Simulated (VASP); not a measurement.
# WS2 in VASP: single point with PBEsol

Aim: the single point of WS2 with PBEsol.

All numbers are computed with VASP 6.6.1; they aren't measurements. Logs are shortened: lines on timing, memory, paths and dates and some standing lists are left out, and cuts for length are marked.

## 1. The cell of the first run

The cell holds a slab with vacuum, 6 atoms: a = 3.146 Å, b = 12.692 Å, c = 15.908 Å, α = 90.00°, β = 90.00°, γ = 90.00°.

## 2. Single point, PBEsol

INCAR reads:

```
SYSTEM = WS2
PREC     = Accurate       ! precision mode
ENCUT    = 520            ! plane-wave cutoff, eV
EDIFF    = 1E-7           ! SCF threshold, eV
ISMEAR   = 0              ! smearing method
SIGMA    = 0.05           ! smearing width, eV
LREAL    = .False.        ! projectors in reciprocal space
LASPH    = .True.         ! aspherical terms in the spheres
NELM     = 80             ! most SCF steps
ALGO     = Normal         ! electronic algorithm
ISIF     = 2              ! what is computed and relaxed
LWAVE    = .False.        ! write WAVECAR
LCHARG   = .False.        ! write CHGCAR
LDIPOL   = .True.       
IDIPOL   = 3            
DIPOL    = 0.5 0.5 0.500
GGA      = PS             ! functional
NBANDS   = 35             ! bands
```

KPOINTS reads:

```
Automatic mesh
0
Gamma
  8 2 1
  0 0 0
```

POSCAR reads:

```
WS2
1.0
    3.1461313781      0.0000000000      0.0000000000
    0.0000000000     12.6917314098      0.0000000000
    0.0000000000      0.0000000000     15.9082098990
W S
2 4
Direct
    0.0000000000      0.7500000000      0.4714546795
    0.5000000000      0.2500000000      0.5285453205
    0.0000000000      0.3735108830      0.4714546795
    0.0000000000      0.1264891170      0.4714546795
    0.5000000000      0.8735108830      0.5285453205
    0.5000000000      0.6264891170      0.5285453205
```

Potentials or basis: VASP PAW PBE potentials, release 64 (W_sv, S).

Started as:

```console
$ cat potpaw_PBE.64/W_sv/POTCAR potpaw_PBE.64/S/POTCAR > POTCAR
$ mpirun -np 1 vasp_std > vasp.out
```

OUTCAR:

```text
SYSTEM = WS2
   PREC = Accurate
   ENCUT = 520
   EDIFF = 1E-7
   ISMEAR = 0
   LREAL = .False.
   LASPH = .True.
   NELM = 80
   ISIF = 2
   GGA = PS

 ion  position               nearest neighbor table
   1  0.000  0.750  0.471-   5 2.40   6 2.40   5 2.40   6 2.40
   2  0.500  0.250  0.529-   3 2.40   4 2.40   3 2.40   4 2.40
   3  0.000  0.374  0.471-   2 2.40   2 2.40
   4  0.000  0.126  0.471-   2 2.40   2 2.40
   5  0.500  0.874  0.529-   1 2.40   1 2.40
   6  0.500  0.626  0.529-   1 2.40   1 2.40

  LATTYP: Found a simple orthorhombic cell.
 ALAT       =     3.1461313781
 B/A-ratio  =     4.0340754675
 C/A-ratio  =     5.0564353446

  Lattice vectors:

 A1 = (   3.1461313781,   0.0000000000,   0.0000000000)
 A2 = (   0.0000000000,  12.6917314098,   0.0000000000)
 A3 = (   0.0000000000,   0.0000000000,  15.9082098990)

Analysis of symmetry for initial positions (statically):
=====================================================================
 Subroutine PRICEL returns:
 Original cell was already a primitive cell.

 Routine SETGRP: Setting up the symmetry group for a
 simple orthorhombic supercell.

 Subroutine GETGRP returns: Found  8 space group operations
 (whereof  2 operations were pure point group operations)
 out of a pool of  8 trial point group operations.

The static configuration has the point symmetry C_1h.
 The point group associated with its full space group is D_2h.

Analysis of symmetry for dynamics (positions and initial velocities):
=====================================================================
 Subroutine PRICEL returns:
 Original cell was already a primitive cell.

 Routine SETGRP: Setting up the symmetry group for a
 simple orthorhombic supercell.

 Subroutine GETGRP returns: Found  8 space group operations
 (whereof  2 operations were pure point group operations)
 out of a pool of  8 trial point group operations.

The dynamic configuration has the point symmetry C_1h.
 The point group associated with its full space group is D_2h.

 Subroutine INISYM returns: Found  8 space group operations
 (whereof  2 operations are pure point group operations),
 and found     1 'primitive' translations

----------------------------------------------------------------------------------------

                                     Primitive cell

  volume of cell :     635.2125

  direct lattice vectors                    reciprocal lattice vectors
[... 87 lines left out ...]
   ISYM   =      2    0-nonsym 1-usesym 2-fastsym
   POTIM  = 0.5000    time-step for ionic-motion
   TEBEG  =    0.0;   TEEND  =   0.0 temperature during run
   PSTRESS=    0.0 pullay stress
   NELECT =      52.0000    total number of electrons
   NUPDOWN=      -1.0000    fix difference up-down
   EMIN   =  10.00;   EMAX   =-10.00  energy-range for DOS
   EFERMI =   0.00;   METHOD = LEGACY
   ISMEAR =     0;   SIGMA  =   0.05  broadening in eV -4-tet -1-fermi 0-gaus
   EFERMI_NEDOS =   21; number of points for ismear=-14 and -15
   IALGO  =     38    algorithm
   IMIX   =      4    mixing-type and parameters
     AMIX     =   0.40;   BMIX     =  1.00
     AMIX_MAG =   1.60;   BMIX_MAG =  1.00
  volume/ion in A,a.u.               =     105.87       714.44
  Fermi-wavevector in a.u.,A,eV,Ry     =   0.710836  1.343286  6.874864  0.505288
  Thomas-Fermi vector in A             =   1.797789
   LORBIT       =      0    0 simple, 1 ext, 2 COOP (PROOUT), +10 PAW based schemes
   GGA     = PS    functional components
   LHFCALC =     F    Hartree Fock is set to
   AEXX    =    0.0000 exact exchange contribution
   IVDW    =     0    specifies the selected vdW correction
   LEPSILON=     F    determine dielectric tensor
   LRPA    =     F    only Hartree local field effects (RPA)
 non-spin polarized calculation
 Gauss-broadening in eV      SIGMA  =   0.05
  energy-cutoff  :      520.00
  volume of cell :      635.21
 maximum number of plane-waves:     17160
 NGX is ok and might be reduce to    24
   NGX = 11   NGY = 47   NGZ = 59

 number of electron      52.0000003 magnetization

 dipolmoment           0.000000      0.000000     -0.000000 electrons x Angstroem

 Free energy of the ion-electron system (eV)
  ---------------------------------------------------
  ext. energy  EPLUGINS =         0.00000000
  ---------------------------------------------------
  free energy    TOTEN  =       -42.26756863 eV

  energy without entropy =      -42.26084442  energy(sigma->0) =      -42.26420653

 E-fermi :  -3.0384     XC(G=0):  -2.8491

 val. band max:       -3.0613634599   @ k =   0.5000   0.5000   0.0000
 cond. band min:      -2.9508623459   @ k =   0.1250   0.5000   0.0000
 fundamental gap:      0.1105011139
 Fermi energy:        -3.0383562445

 k-point     1 :       0.0000    0.0000    0.0000
  band No.  band energies     occupation
      1     -77.3336      2.00000
      2     -77.3336      2.00000
      3     -41.6046      2.00000
      4     -41.6046      2.00000
      5     -41.4827      2.00000
      6     -41.4827      2.00000
[... 369 lines left out ...]
     34       1.2244      0.00000
     35       1.9986      0.00000

------------------------ aborting loop because EDIFF is reached ----------------------------------------

 vacuum level on the upper side and lower side of the slab       (xc-potential included)        -0.022        -0.022

  FORCE on cell =-STRESS in cart. coord.  units (eV):
  Direction    XX          YY          ZZ          XY          YZ          ZX
  --------------------------------------------------------------------------------------
  -------------------------------------------------------------------------------------
  Total      -16.7144746     -9.5569509     -4.9142256      0.0000000      0.0000000      0.0000000
  in kB      -42.1584147    -24.1052089    -12.3950029      0.0000000      0.0000000      0.0000000
  external PRESSURE =     -26.2195422 kB  Pullay stress =       0.0000000 kB

 VOLUME and BASIS-vectors are now :
 -----------------------------------------------------------------------------
  energy-cutoff  :      520.00
  volume of cell :      635.21
      direct lattice vectors                 reciprocal lattice vectors
     3.146131378  0.000000000  0.000000000     0.317850681  0.000000000  0.000000000
     0.000000000 12.691731410  0.000000000     0.000000000  0.078791456  0.000000000
     0.000000000  0.000000000 15.908209899     0.000000000  0.000000000  0.062860624

 POSITION                                       TOTAL-FORCE (eV/Angst)
 -----------------------------------------------------------------------------------
      0.00000      9.51880      7.50000         0.000000      0.000000      2.671332
      1.57307      3.17293      8.40821        -0.000000      0.000000     -2.671332
      0.00000      4.74050      7.50000         0.000000     -1.436377      1.341592
      0.00000      1.60537      7.50000         0.000000      1.436377      1.341592
      1.57307     11.08637      8.40821        -0.000000     -1.436377     -1.341592
      1.57307      7.95123      8.40821         0.000000      1.436377     -1.341592
 -----------------------------------------------------------------------------------
    total drift:                                0.000000      0.000000     -0.000000

  FREE ENERGIE OF THE ION-ELECTRON SYSTEM (eV)
  ---------------------------------------------------
  free  energy   TOTEN  =       -42.2675686329 eV

  energy  without entropy=      -42.2608444179  energy(sigma->0) =      -42.26420653

 vacuum level on the upper side and lower side of the slab         1.970         1.970
```

Wall time 3.9 min (1 thread of Intel Xeon 6975P-C (Granite Rapids), shared host); peak memory 0.66 GiB.

What came out:

* Free energy: -42.2676 eV
* Largest force: 2.671 eV/Å
* Band gap on the k mesh: zero (band 26 reaches -3.06 eV, above the bottom of band 27 at -3.08 eV)

Forces on the atoms (eV/Å):
```
W    0.000  0.000  2.671
W    0.000  0.000 -2.671
S    0.000 -1.436  1.342
S    0.000  1.436  1.342
S    0.000 -1.436 -1.342
S    0.000  1.436 -1.342
```

Caveat: the PAW data sets were made with another functional, which shifts forces and pressure a little; spin-orbit coupling is left out, which moves the levels of the heavy elements.
